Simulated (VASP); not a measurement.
# Te2Mo in VASP: notebook, part 2 of 3

VASP 6.6.1.

### Step 3. Single point, LDA

This run uses another cell than the first one.

Input file INCAR:

```
SYSTEM = Te2Mo
ALGO = Normal
EDIFF = 1E-6
ENCUT = 520
GGA = CA
ISIF = 2
ISMEAR = -1
LASPH = .TRUE.
LCHARG = .FALSE.
LREAL = .FALSE.
LWAVE = .FALSE.
NBANDS = 20
NELM = 60
PREC = Accurate
SIGMA = 0.05
```

Input file KPOINTS:

```
k-points
0
G
  9 9 2
  0 0 0
```

Input file POSCAR:

```
Te2Mo
1.0
    3.5121156613      0.0000000000      0.0000000000
   -1.7560578307      3.0415813837      0.0000000000
    0.0000000000      0.0000000000     17.2872171948
Te Mo
2 1
Direct
    0.3333333333      0.6666666667      0.1021445500
    0.3333333333      0.6666666667      0.8978554500
    0.0000000000      0.0000000000      0.0000000000
```

Potentials or basis: VASP PAW LDA potentials, release 64 (Te, Mo_sv).

Command:

```
$ cat potpaw_LDA.64/Te/POTCAR potpaw_LDA.64/Mo_sv/POTCAR > POTCAR
$ mpirun -np 1 vasp_std > vasp.out
```

Run time: 65 s. Hardware: 1 thread of Intel Xeon 6975P-C (Granite Rapids), shared host; peak memory 0.29 GiB.

The run converged. Its results:

- Free energy: -20.4571 eV
- Largest force: 0.230 eV/Å
- Band gap on the k mesh: 1.11 eV

Forces on the atoms (eV/Å):
```
Te   0.000  0.000  0.230
Te   0.000  0.000 -0.230
Mo   0.000  0.000  0.000
```

Levels at points of the mesh, in eV from the valence-band top:
```tsv
k point	band 11	band 12	band 13	band 14	band 15	band 16
(0.00, 0.00, 0.00)	-0.91	-0.91	-0.40	3.26	3.26	3.61
(0.00, 0.00, 0.50)	-0.91	-0.91	-0.40	3.26	3.26	3.61
```

Caveat: spin-orbit coupling is left out, which moves the levels of the heavy elements.

### Step 4. Single point, LDA

This run uses another cell than the first one.

Input file INCAR:

```
SYSTEM = Te2Mo
PREC = Accurate
ENCUT = 520
EDIFF = 1E-6
ISMEAR = -1
SIGMA = 0.05
LREAL = .FALSE.
LASPH = .TRUE.
NELM = 100
ALGO = Normal
ISIF = 2
LWAVE = .FALSE.
LCHARG = .FALSE.
NBANDS = 20
```

Input file KPOINTS:

```
regular mesh
0
G
  9 9 2
  0 0 0
```

Input file POSCAR:

```
Te2Mo
1.0
    3.5602328140      0.0000000000      0.0000000000
   -1.7801164070      3.0832520603      0.0000000000
    0.0000000000      0.0000000000     17.5240578200
Te Mo
2 1
Direct
    0.3333333333      0.6666666667      0.1021445500
    0.3333333333      0.6666666667      0.8978554500
    0.0000000000      0.0000000000      0.0000000000
```

Potentials or basis: VASP PAW LDA potentials, release 64 (Te, Mo_sv).

Command:

```
$ cat potpaw_LDA.64/Te/POTCAR potpaw_LDA.64/Mo_sv/POTCAR > POTCAR
$ mpirun -np 1 vasp_std > vasp.out
```

OUTCAR:

```text
SYSTEM = Te2Mo
   PREC = Accurate
   ENCUT = 520
   EDIFF = 1E-6
   ISMEAR = -1
   LREAL = .FALSE.
   LASPH = .TRUE.
   NELM = 100
   ISIF = 2

 ion  position               nearest neighbor table
   1  0.333  0.667  0.102-   3 2.73   3 2.73   3 2.73   2 3.58
   2  0.333  0.667  0.898-   3 2.73   3 2.73   3 2.73   1 3.58
   3  0.000  0.000  0.000-   1 2.73   2 2.73   1 2.73   2 2.73   1 2.73   2 2.73

  LATTYP: Found a hexagonal cell.
 ALAT       =     3.5602328140
 C/A-ratio  =     4.9221662558

  Lattice vectors:

 A1 = (   3.5602328140,   0.0000000000,   0.0000000000)
 A2 = (  -1.7801164070,   3.0832520603,   0.0000000000)
 A3 = (   0.0000000000,   0.0000000000,  17.5240578200)

Analysis of symmetry for initial positions (statically):
=====================================================================
 Subroutine PRICEL returns:
 Original cell was already a primitive cell.

 Routine SETGRP: Setting up the symmetry group for a
 hexagonal supercell.

 Subroutine GETGRP returns: Found 12 space group operations
 (whereof 12 operations were pure point group operations)
 out of a pool of 24 trial point group operations.

The static configuration has the point symmetry D_3h.

Analysis of symmetry for dynamics (positions and initial velocities):
=====================================================================
 Subroutine PRICEL returns:
 Original cell was already a primitive cell.

 Routine SETGRP: Setting up the symmetry group for a
 hexagonal supercell.

 Subroutine GETGRP returns: Found 12 space group operations
 (whereof 12 operations were pure point group operations)
 out of a pool of 24 trial point group operations.
[... 112 lines left out ...]
   PSTRESS=    0.0 pullay stress
   NELECT =      26.0000    total number of electrons
   NUPDOWN=      -1.0000    fix difference up-down
   EMIN   =  10.00;   EMAX   =-10.00  energy-range for DOS
   EFERMI =   0.00;   METHOD = LEGACY
   ISMEAR =    -1;   SIGMA  =   0.05  broadening in eV -4-tet -1-fermi 0-gaus
   EFERMI_NEDOS =   21; number of points for ismear=-14 and -15
   IALGO  =     38    algorithm
   IMIX   =      4    mixing-type and parameters
     AMIX     =   0.40;   BMIX     =  1.00
     AMIX_MAG =   1.60;   BMIX_MAG =  1.00
  volume/ion in A,a.u.               =      64.12       432.71
  Fermi-wavevector in a.u.,A,eV,Ry     =   0.840153  1.587660  9.603777  0.705858
  Thomas-Fermi vector in A             =   1.954489
   LORBIT       =      0    0 simple, 1 ext, 2 COOP (PROOUT), +10 PAW based schemes
   GGA     = CA    functional components
   LHFCALC =     F    Hartree Fock is set to
   AEXX    =    0.0000 exact exchange contribution
   IVDW    =     0    specifies the selected vdW correction
   LEPSILON=     F    determine dielectric tensor
   LRPA    =     F    only Hartree local field effects (RPA)
 non-spin polarized calculation
  energy-cutoff  :      520.00
  volume of cell :      192.36
 maximum number of plane-waves:      5262
 NGX is ok and might be reduce to    28
   NGX = 13   NGY = 13   NGZ = 65

 number of electron      26.0000000 magnetization

 Free energy of the ion-electron system (eV)
  ---------------------------------------------------
  ext. energy  EPLUGINS =         0.00000000
  ---------------------------------------------------
  free energy    TOTEN  =       -20.41233788 eV

  energy without entropy =      -20.41233599  energy(sigma->0) =      -20.41233693

 E-fermi :   0.3904     XC(G=0):  -4.8296

 val. band max:       -0.1341844033   @ k =   0.3333   0.3333   0.5000
 cond. band min:       0.9095518797   @ k =   0.3333   0.3333   0.0000
 fundamental gap:      1.0437362830
 Fermi energy:         0.3904084590

 k-point     1 :       0.0000    0.0000    0.0000
  band No.  band energies     occupation
      1     -60.4381      2.00000
      2     -34.7741      2.00000
      3     -34.6667      2.00000
      4     -34.6667      2.00000
      5     -12.6717      2.00000
      6     -11.6917      2.00000
[... 541 lines left out ...]
     19       5.0194      0.00000
     20       7.1848      0.00000

------------------------ aborting loop because EDIFF is reached ----------------------------------------

  FORCE on cell =-STRESS in cart. coord.  units (eV):
  Direction    XX          YY          ZZ          XY          YZ          ZX
  --------------------------------------------------------------------------------------
  -------------------------------------------------------------------------------------
  Total       -2.3755225     -2.3755225     -1.3366011      0.0000000      0.0000000      0.0000000
  in kB      -19.7855274    -19.7855274    -11.1324378      0.0000000      0.0000000      0.0000000
  external PRESSURE =     -16.9011642 kB  Pullay stress =       0.0000000 kB

 VOLUME and BASIS-vectors are now :
 -----------------------------------------------------------------------------
  energy-cutoff  :      520.00
  volume of cell :      192.36
      direct lattice vectors                 reciprocal lattice vectors
     3.560232814  0.000000000  0.000000000     0.280880508  0.162166437  0.000000000
    -1.780116407  3.083252060  0.000000000     0.000000000  0.324332873  0.000000000
     0.000000000  0.000000000 17.524057820     0.000000000  0.000000000  0.057064409

 POSITION                                       TOTAL-FORCE (eV/Angst)
 -----------------------------------------------------------------------------------
     -0.00000      2.05550      1.78999         0.000000     -0.000000     -0.369909
     -0.00000      2.05550     15.73407         0.000000     -0.000000      0.369909
      0.00000      0.00000      0.00000        -0.000000      0.000000      0.000000
 -----------------------------------------------------------------------------------
    total drift:                                0.000000     -0.000000     -0.000000

  FREE ENERGIE OF THE ION-ELECTRON SYSTEM (eV)
  ---------------------------------------------------
  free  energy   TOTEN  =       -20.4123378794 eV

  energy  without entropy=      -20.4123359886  energy(sigma->0) =      -20.41233693
```

OSZICAR:

```text
N       E                     dE             d eps       ncg     rms          rms(c)
DAV:   1     0.136592958285E+03    0.13659E+03   -0.11405E+04  1256   0.104E+03
DAV:   2    -0.126425312616E+02   -0.14924E+03   -0.14568E+03  1276   0.231E+02
DAV:   3    -0.209411900742E+02   -0.82987E+01   -0.82221E+01  1248   0.456E+01
[... 13 lines left out ...]
DAV:  17    -0.204122768373E+02   -0.58122E-04   -0.29687E-06   968   0.470E-03    0.412E-03
DAV:  18    -0.204123249061E+02   -0.48069E-04   -0.20545E-06   960   0.380E-03    0.231E-03
DAV:  19    -0.204123330485E+02   -0.81425E-05   -0.23374E-07   808   0.142E-03    0.515E-04
DAV:  20    -0.204123374348E+02   -0.43862E-05   -0.20995E-07   780   0.138E-03    0.105E-03
DAV:  21    -0.204123378794E+02   -0.44461E-06   -0.14976E-08   688   0.566E-04
   1 F= -.20412338E+02 E0= -.20412337E+02  d E =-.189080E-05
```

Run time: 68 s. Hardware: 1 thread of Intel Xeon 6975P-C (Granite Rapids), shared host; peak memory 0.29 GiB.

What came out:

```
Free energy            : -20.4123 eV
Largest force          : 0.370 eV/Å
Band gap on the k mesh : 1.04 eV
```

Forces on the atoms (eV/Å):
```
Te   0.000  0.000 -0.370
Te   0.000  0.000  0.370
Mo   0.000  0.000  0.000
```

Levels at points of the mesh, in eV from the valence-band top:
| k point | band 11 | band 12 | band 13 | band 14 | band 15 | band 16 |
| --- | --- | --- | --- | --- | --- | --- |
| (0.00, 0.00, 0.00) | -0.89 | -0.89 | -0.37 | 3.06 | 3.06 | 3.36 |
| (0.00, 0.00, 0.50) | -0.89 | -0.89 | -0.37 | 3.06 | 3.06 | 3.36 |

Caveat: spin-orbit coupling is left out, which moves the levels of the heavy elements.

(Continued in part 3 of 3.)
